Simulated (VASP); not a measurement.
Set up this calculation in VASP 6.6.1, as the native input.

* Task: single point
* Functional: PBE
* Potentials or basis: VASP PAW PBE potentials, release 64 (Au)
* Cutoff: 520 eV
* k mesh: 20 × 20 × 20
* Occupations: gaussian, width 0.15 eV
* Spin: no spin polarisation
* Dipole correction: no
* Further INCAR settings: ALGO = Fast; EDIFF = 1e-06; NBANDS = 12

The structure of Au lies in POSCAR:

```
Au
1.0
    0.0000000000      1.9841350000      2.0455000000
    1.9841350000      0.0000000000      2.0455000000
    1.9841350000      1.9841350000      0.0000000000
Au
1
Direct
    0.0000000000      0.0000000000      0.0000000000
```

This cell differs from its parent crystal: strain -0.030 along x and y, +0.000 along z.

The input as run:

INCAR

```
PREC = Accurate ; ENCUT = 520
EDIFF = 1E-6 ; ISMEAR = 0
SIGMA = 0.15 ; LREAL = False
LASPH = True ; NELM = 100
ALGO = Fast ; ISIF = 2
LWAVE = False ; LCHARG = False
GGA = PE ; NBANDS = 12
```

KPOINTS

```
regular mesh
0
Gamma
  20 20 20
```

Potentials or basis: VASP PAW PBE potentials, release 64 (Au).

Command:

```console
$ cat potpaw_PBE.64/Au/POTCAR > POTCAR
$ mpirun -np 1 vasp_std > vasp.out
```

It gave:

| Quantity | Value |
| --- | --- |
| Pressure | 20.9 GPa |
| Band gap on the k mesh | zero (an odd number of electrons rules out a gap without spin polarisation) |

Caveat: the cell differs from its parent crystal (strain -0.030 along x and y, +0.000 along z); the cell stands under pressure; spin-orbit coupling is left out, which moves the levels of the heavy elements.

Run time: 4.4 min on 1 thread of Intel Xeon 8259CL, with other jobs on the host, peak memory 0.24 GiB.
